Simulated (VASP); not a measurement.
# ZnSe (rocksalt type) (Fm-3m) in VASP: a series of runs

ZnSe (rocksalt type) is run at these levels: PBEsol; tasks: single point.

Program: VASP 6.6.1. These are calculated values, not measurements. Logs are shortened: lines on timing, memory, paths and dates and some standing lists are left out, and cuts for length are marked.

## (1) The cell of the first run

Symmetry: Fm-3m, No. 225, cubic system. Conventional cell: a = 4.318 Å, b = 4.318 Å, c = 4.318 Å, α = 90.00°, β = 90.00°, γ = 90.00°. Zn (site symmetry m-3m) has 6 Se at 2.16 Å within 2.9 Å. Se (site symmetry m-3m) has 6 Zn at 2.16 Å within 2.9 Å.

## (2) Single point, PBEsol (volume scaled by 0.55, partial waves polarizable)

The input, INCAR:

```
SYSTEM = ZnSe
PREC     = Accurate       ! precision mode
ENCUT    = 520            ! plane-wave cutoff, eV
EDIFF    = 1E-7           ! SCF threshold, eV
ISMEAR   = -1             ! smearing method
SIGMA    = 0.05           ! smearing width, eV
LREAL    = .FALSE.        ! projectors in reciprocal space
LASPH    = .TRUE.         ! aspherical terms in the spheres
NELM     = 60             ! most SCF steps
ALGO     = Normal         ! electronic algorithm
ISIF     = 2              ! what is computed and relaxed
LWAVE    = .FALSE.        ! write WAVECAR
LCHARG   = .FALSE.        ! write CHGCAR
GGA      = PS             ! functional
NBANDS   = 16             ! bands
```

The input, KPOINTS:

```
Automatic mesh
0
G
  15 15 15
  0 0 0
```

The input, POSCAR:

```
ZnSe
1.0
    0.0000000000      2.1591307713      2.1591307713
    2.1591307713      0.0000000000      2.1591307713
    2.1591307713      2.1591307713      0.0000000000
Zn Se
1 1
Direct
    0.0000000000      0.0000000000      0.0000000000
    0.5000000000      0.5000000000      0.5000000000
```

Potentials or basis: VASP PAW PBE potentials, release 64 (Zn, Se).

Started as:

```console
$ cat potpaw_PBE.64/Zn/POTCAR potpaw_PBE.64/Se/POTCAR > POTCAR
$ mpirun -np 1 vasp_std > vasp.out
```

OUTCAR:

```text
SYSTEM = ZnSe
   PREC = Accurate
   ENCUT = 520
   EDIFF = 1E-7
   ISMEAR = -1
   LREAL = .FALSE.
   LASPH = .TRUE.
   NELM = 60
   ISIF = 2
   GGA = PS

 ion  position               nearest neighbor table
   1  0.000  0.000  0.000-   2 2.16   2 2.16   2 2.16   2 2.16   2 2.16   2 2.16
   2  0.500  0.500  0.500-   1 2.16   1 2.16   1 2.16   1 2.16   1 2.16   1 2.16

  LATTYP: Found a face centered cubic cell.
 ALAT       =     4.3182615426

  Lattice vectors:

 A1 = (   0.0000000000,   2.1591307713,   2.1591307713)
 A2 = (   2.1591307713,   0.0000000000,   2.1591307713)
 A3 = (   2.1591307713,   2.1591307713,   0.0000000000)

Analysis of symmetry for initial positions (statically):
=====================================================================
 Subroutine PRICEL returns:
 Original cell was already a primitive cell.

 Routine SETGRP: Setting up the symmetry group for a
 face centered cubic supercell.

 Subroutine GETGRP returns: Found 48 space group operations
 (whereof 48 operations were pure point group operations)
 out of a pool of 48 trial point group operations.

The static configuration has the point symmetry O_h .

Analysis of symmetry for dynamics (positions and initial velocities):
=====================================================================
 Subroutine PRICEL returns:
 Original cell was already a primitive cell.

 Routine SETGRP: Setting up the symmetry group for a
 face centered cubic supercell.

 Subroutine GETGRP returns: Found 48 space group operations
 (whereof 48 operations were pure point group operations)
 out of a pool of 48 trial point group operations.

The dynamic configuration has the point symmetry O_h .

 Subroutine INISYM returns: Found 48 space group operations
 (whereof 48 operations are pure point group operations),
 and found     1 'primitive' translations

----------------------------------------------------------------------------------------

                                     Primitive cell

  volume of cell :      20.1311

  direct lattice vectors                    reciprocal lattice vectors
     0.000000000  2.159130771  2.159130771    -0.231574672  0.231574672  0.231574672
     2.159130771  0.000000000  2.159130771     0.231574672 -0.231574672  0.231574672
     2.159130771  2.159130771  0.000000000     0.231574672  0.231574672 -0.231574672

  length of vectors
     3.053472020  3.053472020  3.053472020     0.401099098  0.401099098  0.401099098

  position of ions in fractional coordinates (direct lattice)
     0.000000000  0.000000000  0.000000000
     0.500000000  0.500000000  0.500000000

  ion indices of the primitive-cell ions
   primitive index   ion index
                 1           1
                 2           2

----------------------------------------------------------------------------------------

 KPOINTS: Automatic mesh

Automatic generation of k-mesh.
 Grid dimensions read from file:
 generate k-points for:   15   15   15

 Generating k-lattice:

  Cartesian coordinates                     Fractional coordinates (reciprocal lattice)
    -0.015438311  0.015438311  0.015438311     0.066666667  0.000000000  0.000000000
     0.015438311 -0.015438311  0.015438311     0.000000000  0.066666667  0.000000000
     0.015438311  0.015438311 -0.015438311     0.000000000  0.000000000  0.066666667

  Length of vectors
     0.026739940  0.026739940  0.026739940

  Shift w.r.t. Gamma in fractional coordinates (k-lattice)
     0.000000000  0.000000000  0.000000000

 Subroutine IBZKPT returns following result:
 ===========================================

 Found    120 irreducible k-points:

 Following reciprocal coordinates:
            Coordinates               Weight
  0.000000  0.000000  0.000000      1.000000
  0.066667  0.000000  0.000000      8.000000
  0.133333  0.000000  0.000000      8.000000
  0.200000  0.000000  0.000000      8.000000
  0.266667  0.000000  0.000000      8.000000
  0.333333  0.000000  0.000000      8.000000
[... 16 lines left out ...]
  0.133333  0.133333  0.000000      6.000000
  0.200000  0.133333  0.000000     24.000000
 [... further k-points ...]
   k-points           NKPTS =    120   k-points in BZ     NKDIM =    120   number of bands    NBANDS=     16
   number of dos      NEDOS =    301   number of ions     NIONS =      2
   total plane-waves  NPLWV =  13824
   dimension x,y,z NGX =    24 NGY =   24 NGZ =   24
   dimension x,y,z NGXF=    48 NGYF=   48 NGZF=   48
   ions per type =               1   1
   NGX,Y,Z   is equivalent  to a cutoff of  13.07, 13.07, 13.07 a.u.
   NGXF,Y,Z  is equivalent  to a cutoff of  26.13, 26.13, 26.13 a.u.
 SYSTEM =  ZnSe
   PREC   = accura    normal or accurate (medium, high low for compatibility)
   ISTART =      0    job   : 0-new  1-cont  2-samecut
   ICHARG =      2    charge: 1-file 2-atom 10-const
   ISPIN  =      1    spin polarized calculation?
   LNONCOLLINEAR =      F non collinear calculations
   LSORBIT =      F    spin-orbit coupling
   LASPH  =      T    aspherical Exc in radial PAW
   ENCUT  =  520.0 eV  38.22 Ry    6.18 a.u.   5.68  5.68  5.68*2*pi/ulx,y,z
   NELM   =     60;   NELMIN=  2; NELMDL= -5     # of ELM steps
   EDIFF  = 0.1E-06   stopping-criterion for ELM
   LREAL  =      F    real-space projection
   EDIFFG = 0.1E-05   stopping-criterion for IOM
   NSW    =      0    number of steps for IOM
   IBRION =     -1    ionic relax: 0-MD 1-quasi-New 2-CG
   NFREE  =      0    steps in history (QN), initial steepest desc. (CG)
   ISIF   =      2    stress and relaxation
   ISYM   =      2    0-nonsym 1-usesym 2-fastsym
   POTIM  = 0.5000    time-step for ionic-motion
   TEBEG  =    0.0;   TEEND  =   0.0 temperature during run
   PSTRESS=    0.0 pullay stress
   NELECT =      18.0000    total number of electrons
   NUPDOWN=      -1.0000    fix difference up-down
   EMIN   =  10.00;   EMAX   =-10.00  energy-range for DOS
   EFERMI =   0.00;   METHOD = LEGACY
   ISMEAR =    -1;   SIGMA  =   0.05  broadening in eV -4-tet -1-fermi 0-gaus
   EFERMI_NEDOS =   21; number of points for ismear=-14 and -15
   IALGO  =     38    algorithm
   IMIX   =      4    mixing-type and parameters
     AMIX     =   0.40;   BMIX     =  1.00
     AMIX_MAG =   1.60;   BMIX_MAG =  1.00
  volume/ion in A,a.u.               =      10.07        67.93
  Fermi-wavevector in a.u.,A,eV,Ry     =   1.577164  2.980407 33.843740  2.487445
  Thomas-Fermi vector in A             =   2.677887
   LORBIT       =      0    0 simple, 1 ext, 2 COOP (PROOUT), +10 PAW based schemes
   GGA     = PS    functional components
   LHFCALC =     F    Hartree Fock is set to
   AEXX    =    0.0000 exact exchange contribution
   IVDW    =     0    specifies the selected vdW correction
   LEPSILON=     F    determine dielectric tensor
   LRPA    =     F    only Hartree local field effects (RPA)
 non-spin polarized calculation
  energy-cutoff  :      520.00
  volume of cell :       20.13
 maximum number of plane-waves:       556
   NGX = 11   NGY = 11   NGZ = 11

 number of electron      18.0000016 magnetization

 Free energy of the ion-electron system (eV)
  ---------------------------------------------------
  ext. energy  EPLUGINS =         0.00000000
  ---------------------------------------------------
  free energy    TOTEN  =        -0.42855070 eV

  energy without entropy =       -0.42582880  energy(sigma->0) =       -0.42718975

 E-fermi :  11.9050     XC(G=0): -13.9915

 val. band max:       11.8825741866   @ k =  -0.1333   0.1333   0.0000
 cond. band min:      11.9527110098   @ k =   0.4667   0.0000   0.0000
 fundamental gap:      0.0701368232
 Fermi energy:        11.9049944780

 k-point     1 :       0.0000    0.0000    0.0000
  band No.  band energies     occupation
      1      -9.3815      2.00000
      2       1.7809      2.00000
      3       1.7809      2.00000
      4       1.7809      2.00000
      5       1.8296      2.00000
      6       1.8296      2.00000
[... 8 lines left out ...]
     15      24.8526      0.00000
     16      24.8526      0.00000

 k-point     2 :       0.0667    0.0000    0.0000
  band No.  band energies     occupation
      1      -9.2799      2.00000
      2       1.7474      2.00000
      3       1.7665      2.00000
      4       1.7665      2.00000
      5       1.8179      2.00000
      6       1.8179      2.00000
[... 8 lines left out ...]
     15      23.5392      0.00000
     16      23.5392      0.00000

 k-point     3 :       0.1333    0.0000    0.0000
  band No.  band energies     occupation
      1      -8.9771      2.00000
      2       1.6374      2.00000
      3       1.6391      2.00000
      4       1.6391      2.00000
      5       1.8755      2.00000
      6       1.8755      2.00000
[... 8 lines left out ...]
     15      22.3709      0.00000
     16      23.5360      0.00000

 k-point     4 :       0.2000    0.0000    0.0000
  band No.  band energies     occupation
      1      -8.4796      2.00000
      2       1.4130      2.00000
      3       1.4515      2.00000
      4       1.4515      2.00000
      5       1.9699      2.00000
      6       1.9699      2.00000
[... 8 lines left out ...]
     15      22.5784      0.00000
     16      23.4345      0.00000
[... 324 lines left out ...]
 k-point    22 :      -0.0667    0.0667    0.0000
  band No.  band energies     occupation
      1      -9.1115      2.00000
      2       1.6794      2.00000
      3       1.7016      2.00000
      4       1.7037      2.00000
      5       1.8179      2.00000
      6       1.8757      2.00000
[... 8 lines left out ...]
     15      23.4089      0.00000
     16      23.6041      0.00000

 k-point    23 :       0.1333    0.1333    0.0000
  band No.  band energies     occupation
      1      -8.8471      2.00000
      2       1.4103      2.00000
      3       1.6774      2.00000
      4       1.8159      2.00000
      5       1.8159      2.00000
      6       1.8745      2.00000
[... 8 lines left out ...]
     15      25.1373      0.00000
     16      26.2939      0.00000

 k-point    24 :       0.2000    0.1333    0.0000
  band No.  band energies     occupation
      1      -8.4881      2.00000
      2       1.1904      2.00000
      3       1.5864      2.00000
      4       1.7388      2.00000
      5       1.8664      2.00000
      6       1.9667      2.00000
[... 8 lines left out ...]
     15      25.4501      0.00000
     16      25.7746      0.00000

 [... further k-points ...]

------------------------ aborting loop because EDIFF is reached ----------------------------------------

  FORCE on cell =-STRESS in cart. coord.  units (eV):
  Direction    XX          YY          ZZ          XY          YZ          ZX
  --------------------------------------------------------------------------------------
  -------------------------------------------------------------------------------------
  Total       24.7398940     24.7398940     24.7398940      0.0000000     -0.0000000      0.0000000
  in kB     1968.9812498   1968.9812498   1968.9812498      0.0000000     -0.0000000      0.0000000
  external PRESSURE =    1968.9812498 kB  Pullay stress =       0.0000000 kB

 VOLUME and BASIS-vectors are now :
 -----------------------------------------------------------------------------
  energy-cutoff  :      520.00
  volume of cell :       20.13
      direct lattice vectors                 reciprocal lattice vectors
     0.000000000  2.159130771  2.159130771    -0.231574672  0.231574672  0.231574672
     2.159130771  0.000000000  2.159130771     0.231574672 -0.231574672  0.231574672
     2.159130771  2.159130771  0.000000000     0.231574672  0.231574672 -0.231574672

 POSITION                                       TOTAL-FORCE (eV/Angst)
 -----------------------------------------------------------------------------------
      0.00000      0.00000      0.00000        -0.000000     -0.000000      0.000000
      2.15913      2.15913      2.15913         0.000000      0.000000     -0.000000
 -----------------------------------------------------------------------------------
    total drift:                                0.000000     -0.000000     -0.000000

  FREE ENERGIE OF THE ION-ELECTRON SYSTEM (eV)
  ---------------------------------------------------
  free  energy   TOTEN  =        -0.4285506974 eV

  energy  without entropy=       -0.4258287973  energy(sigma->0) =       -0.42718975
```

Run time: 17 s. Hardware: 1 thread of Intel Xeon 6975P-C, shared host; peak memory 0.17 GiB.

What came out:

* Free energy: -0.4286 eV
* Pressure: 196.9 GPa
* Band gap on the k mesh: zero (band 9 reaches 12.19 eV, above the bottom of band 10 at 10.67 eV)

Caveat: the PAW data sets were made with another functional, which shifts forces and pressure a little.

## (3) Single point, PBEsol (volume scaled by 0.64)

The input, INCAR:

```
ALGO = Normal
EDIFF = 1E-6
ENCUT = 520
GGA = PS
ISIF = 2
ISMEAR = -1
LASPH = True
LCHARG = False
LREAL = False
LWAVE = False
NBANDS = 16
NELM = 60
PREC = Accurate
SIGMA = 0.05
```

The input, KPOINTS:

```
k-points
0
Gamma
  15 15 15
```

The input, POSCAR:

```
ZnSe
1.0
    0.0000000000      2.2710047455      2.2710047455
    2.2710047455      0.0000000000      2.2710047455
    2.2710047455      2.2710047455      0.0000000000
Zn Se
1 1
Direct
    0.0000000000      0.0000000000      0.0000000000
    0.5000000000      0.5000000000      0.5000000000
```

Potentials or basis: VASP PAW PBE potentials, release 64 (Zn, Se).

Started as:

```console
$ cat potpaw_PBE.64/Zn/POTCAR potpaw_PBE.64/Se/POTCAR > POTCAR
$ mpirun -np 1 vasp_std > vasp.out
```

OUTCAR:

```text
EDIFF = 1E-6
   ENCUT = 520
   GGA = PS
   ISIF = 2
   ISMEAR = -1
   LASPH = True
   LREAL = False
   NELM = 60
   PREC = Accurate

 ion  position               nearest neighbor table
   1  0.000  0.000  0.000-   2 2.27   2 2.27   2 2.27   2 2.27   2 2.27   2 2.27
   2  0.500  0.500  0.500-   1 2.27   1 2.27   1 2.27   1 2.27   1 2.27   1 2.27

  LATTYP: Found a face centered cubic cell.
 ALAT       =     4.5420094910

  Lattice vectors:

[... 641 lines left out ...]

------------------------ aborting loop because EDIFF is reached ----------------------------------------

  FORCE on cell =-STRESS in cart. coord.  units (eV):
  Direction    XX          YY          ZZ          XY          YZ          ZX
  --------------------------------------------------------------------------------------
  -------------------------------------------------------------------------------------
  Total       15.2011404     15.2011404     15.2011404     -0.0000000      0.0000000      0.0000000
  in kB     1039.6870433   1039.6870433   1039.6870433     -0.0000000      0.0000000      0.0000000
  external PRESSURE =    1039.6870433 kB  Pullay stress =       0.0000000 kB

 VOLUME and BASIS-vectors are now :
 -----------------------------------------------------------------------------
  energy-cutoff  :      520.00
  volume of cell :       23.43
      direct lattice vectors                 reciprocal lattice vectors
     0.000000000  2.271004745  2.271004745    -0.220166867  0.220166867  0.220166867
     2.271004745  0.000000000  2.271004745     0.220166867 -0.220166867  0.220166867
     2.271004745  2.271004745  0.000000000     0.220166867  0.220166867 -0.220166867

 POSITION                                       TOTAL-FORCE (eV/Angst)
 -----------------------------------------------------------------------------------
      0.00000      0.00000      0.00000        -0.000000      0.000000     -0.000000
      2.27100      2.27100      2.27100         0.000000      0.000000      0.000000
 -----------------------------------------------------------------------------------
    total drift:                                0.000000     -0.000000     -0.000000

  FREE ENERGIE OF THE ION-ELECTRON SYSTEM (eV)
  ---------------------------------------------------
  free  energy   TOTEN  =        -3.4177863685 eV

  energy  without entropy=       -3.4141738824  energy(sigma->0) =       -3.41598013
```

stdout:

```text
POSCAR found type information on POSCAR ZnSe
 POSCAR found :  2 types and       2 ions
 scaLAPACK will be used
 -----------------------------------------------------------------------------
|                                                                             |
|                                                                             |
|     You enforced a specific xc type in the INCAR file but a different       |
|     I HOPE YOU KNOW WHAT YOU ARE DOING!                                     |
|                                                                             |
 -----------------------------------------------------------------------------

 LDA part: xc-table for (Slater+PW92), standard interpolation
 POSCAR, INCAR and KPOINTS ok, starting setup
 FFT: planning ... GRIDC
 FFT: planning ... GRID_SOFT
 FFT: planning ... GRID
 WAVECAR not read
 entering main loop
```

Wall time 18 s (1 thread of Intel Xeon 6975P-C, shared host); peak memory 0.17 GiB.

What came out:

```yaml
Free_energy: -3.4178 eV
Pressure: 104.0 GPa
Band_gap_on_the_k_mesh: zero (band 9 reaches 9.45 eV, above the bottom of band 10 at 8.01 eV)
```

Caveat: the PAW data sets were made with another functional, which shifts forces and pressure a little.

[end of part 1 of 2]
